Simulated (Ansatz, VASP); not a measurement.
## One calculation of AlTlS3, two programs

```
CELL_PARAMETERS angstrom
3.71425 0.00000 0.00000
-1.85713 3.21664 0.00000
0.00000 0.00000 9.97773
ATOMIC_POSITIONS crystal
Al 0.66667 0.33333 0.18022
Tl 0.33333 0.66667 0.82595
S 0.00000 0.00000 0.02381
S 0.33333 0.66667 0.28569
S 0.66667 0.33333 0.68434
```

Change from the starting cell: species swapped into the Mg3BiSb type (P3m1, No. 156).

Alike in both runs: task relaxation of cell and atoms; functional PBE; k mesh 12 × 12 × 4; occupations gaussian, width 0.02 eV; no spin polarisation.

```csv
,VASP,Ansatz
version,VASP 6.6.1,Ansatz 0.2.0
potentials or method,"VASP PAW PBE potentials, release 64 (Al, Tl_d, S), cutoff 600 eV","scalar-relativistic, plane waves, PAW"
valence electrons in the cell,34,34
```

```csv
,VASP,Ansatz,Ansatz less VASP
"gap on the k mesh at the Fermi level, each at its own relaxed structure (eV)",0.40,0.42,+0.022
relaxed volume (Å³/atom),23.82,24.12,+0.295
relaxed length of the cell vector where the two differ most in proportion (Å),9.980,10.097,+0.1170
```

Spin-orbit coupling is off throughout.
